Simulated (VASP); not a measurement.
# BaTe (Fm-3m) in VASP: further runs

The runs below take BaTe through vibrations by perturbation theory, with LDA.

All numbers are computed with VASP 6.6.1; they aren't measurements. Logs are shortened: lines on timing, memory, paths and dates and some standing lists are left out, and cuts for length are marked.

## Step 1: The cell of the first run

The structure is cubic, space group Fm-3m (No. 225). The conventional cell has a = 6.820 Å, b = 6.820 Å, c = 6.820 Å, α = 90.00°, β = 90.00°, γ = 90.00°. Within 4.5 Å of Ba (site symmetry m-3m) lie 6 Te at 3.41 Å. Within 4.5 Å of Te (site symmetry m-3m) lie 6 Ba at 3.41 Å.

## Step 2: Vibrations by perturbation theory, LDA (39.66 Å³/atom)

INCAR reads:

```
SYSTEM = BaTe
  PREC = Accurate
  ENCUT = 520
  EDIFF = 1E-8
  ISMEAR = 0
  SIGMA = 0.01
  LREAL = .FALSE.
  LASPH = .TRUE.
  NELM = 100
  ALGO = Normal
  ISIF = 2
  LWAVE = .FALSE.
  LCHARG = .FALSE.
  NBANDS = 15
  IBRION = 8
  NSW = 1
```

KPOINTS reads:

```
regular mesh
0
G
  6 6 6
  0 0 0
```

POSCAR reads:

```
BaTe
1.0
    0.0000000000      3.4101299042      3.4101299042
    3.4101299042      0.0000000000      3.4101299042
    3.4101299042      3.4101299042      0.0000000000
Ba Te
1 1
Direct
    0.0000000000      0.0000000000      0.0000000000
    0.5000000000      0.5000000000      0.5000000000
```

Potentials or basis: VASP PAW LDA potentials, release 64 (Ba_sv, Te).

Started as:

```bash
$ cat potpaw_LDA.64/Ba_sv/POTCAR potpaw_LDA.64/Te/POTCAR > POTCAR
$ mpirun -np 1 vasp_std > vasp.out
```

OUTCAR:

```text
SYSTEM = BaTe
   PREC = Accurate
   ENCUT = 520
   EDIFF = 1E-8
   ISMEAR = 0
   LREAL = .FALSE.
   LASPH = .TRUE.
   NELM = 100
   ISIF = 2
   IBRION = 8
   NSW = 1

 ion  position               nearest neighbor table
   1  0.000  0.000  0.000-   2 3.41   2 3.41   2 3.41   2 3.41   2 3.41   2 3.41
   2  0.500  0.500  0.500-   1 3.41   1 3.41   1 3.41   1 3.41   1 3.41   1 3.41

  LATTYP: Found a face centered cubic cell.
 ALAT       =     6.8202598084

  Lattice vectors:

 A1 = (   0.0000000000,   3.4101299042,   3.4101299042)
 A2 = (   3.4101299042,   0.0000000000,   3.4101299042)
 A3 = (   3.4101299042,   3.4101299042,   0.0000000000)

Analysis of symmetry for initial positions (statically):
=====================================================================
 Subroutine PRICEL returns:
 Original cell was already a primitive cell.

 Routine SETGRP: Setting up the symmetry group for a
 face centered cubic supercell.

 Subroutine GETGRP returns: Found 48 space group operations
 (whereof 48 operations were pure point group operations)
 out of a pool of 48 trial point group operations.

The static configuration has the point symmetry O_h .

Analysis of symmetry for dynamics (positions and initial velocities):
=====================================================================
 Subroutine PRICEL returns:
 Original cell was already a primitive cell.

 Routine SETGRP: Setting up the symmetry group for a
 face centered cubic supercell.

 Subroutine GETGRP returns: Found 48 space group operations
 (whereof 48 operations were pure point group operations)
 out of a pool of 48 trial point group operations.

The dynamic configuration has the point symmetry O_h .

 Subroutine INISYM returns: Found 48 space group operations
 (whereof 48 operations are pure point group operations),
 and found     1 'primitive' translations

----------------------------------------------------------------------------------------

                                     Primitive cell

  volume of cell :      79.3127

  direct lattice vectors                    reciprocal lattice vectors
     0.000000000  3.410129904  3.410129904    -0.146621980  0.146621980  0.146621980
     3.410129904  0.000000000  3.410129904     0.146621980 -0.146621980  0.146621980
     3.410129904  3.410129904  0.000000000     0.146621980  0.146621980 -0.146621980

  length of vectors
     4.822651960  4.822651960  4.822651960     0.253956720  0.253956720  0.253956720

  position of ions in fractional coordinates (direct lattice)
     0.000000000  0.000000000  0.000000000
     0.500000000  0.500000000  0.500000000

  ion indices of the primitive-cell ions
   primitive index   ion index
                 1           1
                 2           2

----------------------------------------------------------------------------------------

 KPOINTS: regular mesh

Automatic generation of k-mesh.
 Grid dimensions read from file:
 generate k-points for:    6    6    6

 Generating k-lattice:

  Cartesian coordinates                     Fractional coordinates (reciprocal lattice)
    -0.024436997  0.024436997  0.024436997     0.166666667  0.000000000  0.000000000
     0.024436997 -0.024436997  0.024436997     0.000000000  0.166666667  0.000000000
     0.024436997  0.024436997 -0.024436997     0.000000000  0.000000000  0.166666667

  Length of vectors
     0.042326120  0.042326120  0.042326120

  Shift w.r.t. Gamma in fractional coordinates (k-lattice)
     0.000000000  0.000000000  0.000000000

 Subroutine IBZKPT returns following result:
 ===========================================

 Found     16 irreducible k-points:

 Following reciprocal coordinates:
            Coordinates               Weight
  0.000000  0.000000  0.000000      1.000000
  0.166667  0.000000  0.000000      8.000000
  0.333333  0.000000  0.000000      8.000000
  0.500000  0.000000  0.000000      4.000000
  0.166667  0.166667  0.000000      6.000000
  0.333333  0.166667  0.000000     24.000000
[... 8 lines left out ...]
 -0.333333  0.333333  0.166667     24.000000
 -0.333333  0.500000  0.166667     12.000000
   k-points           NKPTS =     16   k-points in BZ     NKDIM =     16   number of bands    NBANDS=     15
   number of dos      NEDOS =    301   number of ions     NIONS =      2
   total plane-waves  NPLWV =  46656
   dimension x,y,z NGX =    36 NGY =   36 NGZ =   36
   dimension x,y,z NGXF=    72 NGYF=   72 NGZF=   72
   ions per type =               1   1
   NGX,Y,Z   is equivalent  to a cutoff of  12.41, 12.41, 12.41 a.u.
   NGXF,Y,Z  is equivalent  to a cutoff of  24.82, 24.82, 24.82 a.u.
 SYSTEM =  BaTe
   PREC   = accura    normal or accurate (medium, high low for compatibility)
   ISTART =      0    job   : 0-new  1-cont  2-samecut
   ICHARG =      2    charge: 1-file 2-atom 10-const
   ISPIN  =      1    spin polarized calculation?
   LNONCOLLINEAR =      F non collinear calculations
   LSORBIT =      F    spin-orbit coupling
   LASPH  =      T    aspherical Exc in radial PAW
   ENCUT  =  520.0 eV  38.22 Ry    6.18 a.u.   8.97  8.97  8.97*2*pi/ulx,y,z
   NELM   =    100;   NELMIN=  2; NELMDL= -5     # of ELM steps
   EDIFF  = 0.1E-07   stopping-criterion for ELM
   LREAL  =      F    real-space projection
   EDIFFG = 0.1E-06   stopping-criterion for IOM
   NSW    =      1    number of steps for IOM
   IBRION =      8    ionic relax: 0-MD 1-quasi-New 2-CG
   NFREE  =      0    steps in history (QN), initial steepest desc. (CG)
   ISIF   =      2    stress and relaxation
   ISYM   =      2    0-nonsym 1-usesym 2-fastsym
   POTIM  = 0.5000    time-step for ionic-motion
   TEBEG  =    0.0;   TEEND  =   0.0 temperature during run
   PSTRESS=    0.0 pullay stress
   NELECT =      16.0000    total number of electrons
   NUPDOWN=      -1.0000    fix difference up-down
   EMIN   =  10.00;   EMAX   =-10.00  energy-range for DOS
   EFERMI =   0.00;   METHOD = LEGACY
   ISMEAR =     0;   SIGMA  =   0.01  broadening in eV -4-tet -1-fermi 0-gaus
   EFERMI_NEDOS =   21; number of points for ismear=-14 and -15
   IALGO  =     38    algorithm
   IMIX   =      4    mixing-type and parameters
     AMIX     =   0.40;   BMIX     =  1.00
     AMIX_MAG =   1.60;   BMIX_MAG =  1.00
  volume/ion in A,a.u.               =      39.66       267.61
  Fermi-wavevector in a.u.,A,eV,Ry     =   0.960139  1.814399 12.542749  0.921866
  Thomas-Fermi vector in A             =   2.089396
   LORBIT       =      0    0 simple, 1 ext, 2 COOP (PROOUT), +10 PAW based schemes
   GGA     = CA    functional components
   LHFCALC =     F    Hartree Fock is set to
   AEXX    =    0.0000 exact exchange contribution
   IVDW    =     0    specifies the selected vdW correction
   LEPSILON=     F    determine dielectric tensor
   LRPA    =     F    only Hartree local field effects (RPA)
 non-spin polarized calculation
 Gauss-broadening in eV      SIGMA  =   0.01
  energy-cutoff  :      520.00
  volume of cell :       79.31
 maximum number of plane-waves:      2158
   NGX = 17   NGY = 17   NGZ = 17

--------------------------------------- Ionic step        1  -------------------------------------------

 number of electron      16.0000000 magnetization

 Free energy of the ion-electron system (eV)
  ---------------------------------------------------
  ext. energy  EPLUGINS =         0.00000000
  ---------------------------------------------------
  free energy    TOTEN  =        -9.60115799 eV

  energy without entropy =       -9.60115799  energy(sigma->0) =       -9.60115799

 E-fermi :   2.6869     XC(G=0):  -8.8500

 val. band max:        2.6085090759   @ k =   0.0000   0.0000   0.0000
 cond. band min:       3.8136954238   @ k =   0.5000   0.5000   0.0000
 fundamental gap:      1.2051863479
 Fermi energy:         2.6869462411

 k-point     1 :       0.0000    0.0000    0.0000
  band No.  band energies     occupation
      1     -24.1576      2.00000
      2      -9.3483      2.00000
      3      -9.3483      2.00000
      4      -9.3483      2.00000
      5      -7.1805      2.00000
      6       2.6085      2.00000
      7       2.6085      2.00000
      8       2.6085      2.00000
      9       5.3571      0.00000
     10       5.3571      0.00000
     11       5.3571      0.00000
     12       5.6175      0.00000
     13       6.1129      0.00000
     14       6.1129      0.00000
[... 259 lines left out ...]
      4      -9.5132      2.00000
      5      -6.7231      2.00000
      6       1.3820      2.00000
      7       1.5013      2.00000
      8       1.7972      2.00000
      9       4.9833      0.00000
     10       7.1496      0.00000
     11       7.4342      0.00000
     12       8.1346      0.00000
     13       8.5188      0.00000
     14       9.4374      0.00000
     15      10.9602      0.00000

------------------------ aborting loop because EDIFF is reached ----------------------------------------

  FORCE on cell =-STRESS in cart. coord.  units (eV):
  Direction    XX          YY          ZZ          XY          YZ          ZX
  --------------------------------------------------------------------------------------
  -------------------------------------------------------------------------------------
  Total        0.6157018      0.6157018      0.6157018      0.0000000      0.0000000     -0.0000000
  in kB       12.4376465     12.4376465     12.4376465      0.0000000      0.0000000     -0.0000000
  external PRESSURE =      12.4376465 kB  Pullay stress =       0.0000000 kB

 VOLUME and BASIS-vectors are now :
 -----------------------------------------------------------------------------
  energy-cutoff  :      520.00
  volume of cell :       79.31
      direct lattice vectors                 reciprocal lattice vectors
     0.000000000  3.410129904  3.410129904    -0.146621980  0.146621980  0.146621980
     3.410129904  0.000000000  3.410129904     0.146621980 -0.146621980  0.146621980
     3.410129904  3.410129904  0.000000000     0.146621980  0.146621980 -0.146621980

 POSITION                                       TOTAL-FORCE (eV/Angst)
 -----------------------------------------------------------------------------------
      0.00000      0.00000      0.00000        -0.000000     -0.000000     -0.000000
      3.41013      3.41013      3.41013         0.000000      0.000000      0.000000
 -----------------------------------------------------------------------------------
    total drift:                                0.000000      0.000000      0.000000

  FREE ENERGIE OF THE ION-ELECTRON SYSTEM (eV)
  ---------------------------------------------------
  free  energy   TOTEN  =        -9.6011579949 eV

  energy  without entropy=       -9.6011579949  energy(sigma->0) =       -9.60115799

[... ionic steps 2 to 3 ...]

--------------------------------------- Ionic step        4  -------------------------------------------

------------------------ aborting loop because EDIFF is reached ----------------------------------------

[... ionic steps 5 to 6 ...]

--------------------------------------- Ionic step        7  -------------------------------------------

 Free energy of the ion-electron system (eV)
  ---------------------------------------------------
  ---------------------------------------------------
  free energy    TOTEN  =        -0.05337005 eV

  energy without entropy =       -0.05337005

------------------------ aborting loop because EDIFF is reached ----------------------------------------

 INTERNAL STRAIN TENSOR  FOR ION    2  DIRECTION 1   (eV/Angst):
 -----------------------------------------------------------------------------
    -0.01896  0.00000  0.00000
    -0.00000  0.00519  0.00000
     0.00000  0.00000  0.00519

 INTERNAL STRAIN TENSOR FOR ION    2 for displacements in x,y,z  (eV/Angst):
          X           Y           Z          XY          YZ          ZX
  --------------------------------------------------------------------------------
  x     0.00000     0.00000     0.00000     0.00000     0.00000     0.00000
  y     0.00000     0.00000     0.00000     0.00000     0.00000     0.00000
  z     0.00000     0.00000     0.00000     0.00000     0.00000     0.00000

 SECOND DERIVATIVES (NOT SYMMETRIZED)
 ------------------------------------
               1X          1Y          1Z          2X          2Y          2Z
  1X    -2.745179    0.000000    0.000000    2.745179    0.000000    0.000000
  1Y     0.000000   -2.745179    0.000000    0.000000    2.745179    0.000000
  1Z     0.000000    0.000000   -2.745179    0.000000    0.000000    2.745179
  2X     2.747113    0.000000    0.000000   -2.747113    0.000000    0.000000
  2Y     0.000000    2.747113    0.000000    0.000000   -2.747113    0.000000
  2Z     0.000000    0.000000    2.747113    0.000000    0.000000   -2.747113

 Eigenvectors and eigenvalues of the dynamical matrix
 ----------------------------------------------------

   1 f  =    3.185482 THz    20.014973 2PiTHz  106.256238 cm-1    13.174089 meV
             X         Y         Z           dx          dy          dz
      0.000000  0.000000  0.000000     0.000000    0.693878    0.000000
      3.410130  3.410130  3.410130     0.000000   -0.720093    0.000000
[... 21 lines left out ...]
   6 f/i=    0.000560 THz     0.003521 2PiTHz    0.018695 cm-1     0.002318 meV
             X         Y         Z           dx          dy          dz
      0.000000  0.000000  0.000000     0.000000    0.000000    0.720093
      3.410130  3.410130  3.410130     0.000000    0.000000    0.693878

--------------------------------------------------------------------------------------------------------

 ELASTIC MODULI CONTR FROM IONIC RELAXATION (kBar)
 Direction    XX          YY          ZZ          XY          YZ          ZX
 --------------------------------------------------------------------------------
 XX           0.0000      0.0000      0.0000      0.0000      0.0000      0.0000
 YY           0.0000      0.0000      0.0000      0.0000      0.0000      0.0000
 ZZ           0.0000      0.0000      0.0000      0.0000      0.0000      0.0000
 XY           0.0000      0.0000      0.0000      0.0000      0.0000      0.0000
 YZ           0.0000      0.0000      0.0000      0.0000      0.0000      0.0000
 ZX           0.0000      0.0000      0.0000      0.0000      0.0000      0.0000
 --------------------------------------------------------------------------------
```

Run time: 2.9 min. Hardware: 1 thread of Intel Xeon 6975P-C (Granite Rapids), shared host; peak memory 0.27 GiB.

What came out:

| Quantity | Value |
| --- | --- |
| Highest phonon frequency at Γ, LO-TO splitting left out | 106 cm⁻¹ |

Phonon frequencies in cm⁻¹ (negative: imaginary):
| q point | frequencies |
| --- | --- |
| (0.000, 0.000, 0.000) | 0 0 0 106 106 106 |

Caveat: the cell stands under pressure or tension, which shifts response properties; spin-orbit coupling is left out, which moves the levels of the heavy elements.

## Step 3: Vibrations by perturbation theory, LDA

This run uses another cell than the first one, of 40.47 Å³/atom.

INCAR reads:

```
SYSTEM = BaTe
PREC     = Accurate       ! precision mode
ENCUT    = 520            ! plane-wave cutoff, eV
EDIFF    = 1E-8           ! SCF threshold, eV
ISMEAR   = 0              ! smearing method
SIGMA    = 0.01           ! smearing width, eV
LREAL    = .FALSE.        ! projectors in reciprocal space
LASPH    = .TRUE.         ! aspherical terms in the spheres
NELM     = 80             ! most SCF steps
ALGO     = Normal         ! electronic algorithm
ISIF     = 2              ! what is computed and relaxed
LWAVE    = .FALSE.        ! write WAVECAR
LCHARG   = .FALSE.        ! write CHGCAR
GGA      = CA             ! functional
IBRION   = 8              ! ionic algorithm
NSW      = 1              ! ionic steps
```

KPOINTS reads:

```
Automatic mesh
0
G
  6 6 6
  0 0 0
```

POSCAR reads:

```
BaTe
1.0
    0.0000000000      3.4331720215      3.4331720215
    3.4331720215      0.0000000000      3.4331720215
    3.4331720215      3.4331720215      0.0000000000
Ba Te
1 1
Direct
    0.0000000000      0.0000000000      0.0000000000
    0.5000000000      0.5000000000      0.5000000000
```

Potentials or basis: VASP PAW LDA potentials, release 64 (Ba_sv, Te).

Started as:

```bash
$ cat potpaw_LDA.64/Ba_sv/POTCAR potpaw_LDA.64/Te/POTCAR > POTCAR
$ mpirun -np 1 vasp_std > vasp.out
```

OUTCAR:

```text
SYSTEM = BaTe
   PREC = Accurate
   ENCUT = 520
   EDIFF = 1E-8
   ISMEAR = 0
   LREAL = .FALSE.
   LASPH = .TRUE.
   NELM = 80
   ISIF = 2
   GGA = CA
   IBRION = 8
   NSW = 1

 ion  position               nearest neighbor table
   1  0.000  0.000  0.000-   2 3.43   2 3.43   2 3.43   2 3.43   2 3.43   2 3.43
   2  0.500  0.500  0.500-   1 3.43   1 3.43   1 3.43   1 3.43   1 3.43   1 3.43

  LATTYP: Found a face centered cubic cell.
 ALAT       =     6.8663440430
[... 487 lines left out ...]
               1X          1Y          1Z          2X          2Y          2Z
  1X    -2.534283    0.000000    0.000000    2.534283    0.000000    0.000000
  1Y     0.000000   -2.534283    0.000000    0.000000    2.534283    0.000000
  1Z     0.000000    0.000000   -2.534283    0.000000    0.000000    2.534283
  2X     2.540337    0.000000    0.000000   -2.540337    0.000000    0.000000
  2Y     0.000000    2.540337    0.000000    0.000000   -2.540337    0.000000
  2Z     0.000000    0.000000    2.540337    0.000000    0.000000   -2.540337

 Eigenvectors and eigenvalues of the dynamical matrix
 ----------------------------------------------------

   1 f  =    3.062012 THz    19.239189 2PiTHz  102.137728 cm-1    12.663459 meV
             X         Y         Z           dx          dy          dz
      0.000000  0.000000  0.000000    -0.031280   -0.009225    0.692808
      3.433172  3.433172  3.433172     0.032489    0.009582   -0.719588
[... 21 lines left out ...]
   6 f/i=    0.001825 THz     0.011468 2PiTHz    0.060884 cm-1     0.007549 meV
             X         Y         Z           dx          dy          dz
      0.000000  0.000000  0.000000    -0.548405   -0.134786    0.447256
      3.433172  3.433172  3.433172    -0.527996   -0.129770    0.430612

--------------------------------------------------------------------------------------------------------

 ELASTIC MODULI CONTR FROM IONIC RELAXATION (kBar)
 Direction    XX          YY          ZZ          XY          YZ          ZX
 --------------------------------------------------------------------------------
 XX           0.0000      0.0000      0.0000      0.0000      0.0000      0.0000
 YY           0.0000      0.0000      0.0000      0.0000      0.0000      0.0000
 ZZ           0.0000      0.0000      0.0000      0.0000      0.0000      0.0000
 XY           0.0000      0.0000      0.0000      0.0000      0.0000      0.0000
 YZ           0.0000      0.0000      0.0000      0.0000      0.0000      0.0000
 ZX           0.0000      0.0000      0.0000      0.0000      0.0000      0.0000
 --------------------------------------------------------------------------------
```

Run time: 2.1 min. Hardware: 1 thread of Intel Xeon 6975P-C (Granite Rapids), shared host; peak memory 0.26 GiB.

Results:

* Highest phonon frequency at Γ, LO-TO splitting left out: 102 cm⁻¹

Phonon frequencies in cm⁻¹ (negative: imaginary):
```csv
q point,frequencies
"(0.000, 0.000, 0.000)",0 0 0 102 102 102
```

Caveat: spin-orbit coupling is left out, which moves the levels of the heavy elements.
